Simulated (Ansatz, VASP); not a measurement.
**Sb: VASP beside Ansatz**

The input INCAR:

```
SYSTEM = Sb
  PREC = Accurate
  ENCUT = 520
  EDIFF = 1E-8
  ISMEAR = -1
  SIGMA = 0.03
  LREAL = .False.
  LASPH = .True.
  NELM = 60
  ALGO = Normal
  ISIF = 2
  LWAVE = .False.
  LCHARG = .False.
  GGA = PS
  LEFG = .True.
  NBANDS = 8
```

File KPOINTS:

```
Automatic mesh
0
Gamma
  14 14 14
  0 0 0
```

File POSCAR:

```
Sb
1.0
    0.0000000000      2.2972909123      2.2972909123
    2.2972909123      0.0000000000      2.2972909123
    2.2972909123      2.2972909123      0.0000000000
Sb
1
Direct
    0.0000000000      0.0000000000      0.0000000000
```

Input for Ansatz:

```yaml
crystal:
  lattice:
    - [0.0, 2.2972909123, 2.2972909123]
    - [2.2972909123, 0.0, 2.2972909123]
    - [2.2972909123, 2.2972909123, 0.0]
  atoms:
    - { symbol: Sb, position: [0.0, 0.0, 0.0] }
kpoints:
  mp_grid: { grid: [14, 14, 14] }
scf:
  occupations: { method: fermi_dirac, width: 0.03 }
hamiltonian:
  xc: pbesol
  pseudopotentials: { kind: all_electron, datasets: crystal }
output:
  forces: true
  stress: true
  eigenvalues: true
  efg: { contact_densities: true }
```

Change from the starting cell: volume scaled by 0.99, crystal datasets.

Alike in both runs: task electric field gradients; functional PBEsol; k mesh 14 × 14 × 14; occupations fermi-dirac, width 0.03 eV; no spin polarisation.

```csv
,VASP,Ansatz
version,VASP 6.6.1,Ansatz 0.2.0
potentials or method,"VASP PAW PBE potentials, release 64 (Sb), cutoff 520 eV","all-electron PAW with datasets made for the crystal, scalar-relativistic"
```

VASP gave:

| Quantity | Value |
| --- | --- |
| pressure (GPa) | 6.1 |

Q: Which values does Ansatz return?

A: Pressure (GPa): 6.0.

VASP's potentials were made for PBE, not for PBEsol. Ansatz ran all-electron here, and VASP with PAW potentials.

Spin-orbit coupling is off throughout.
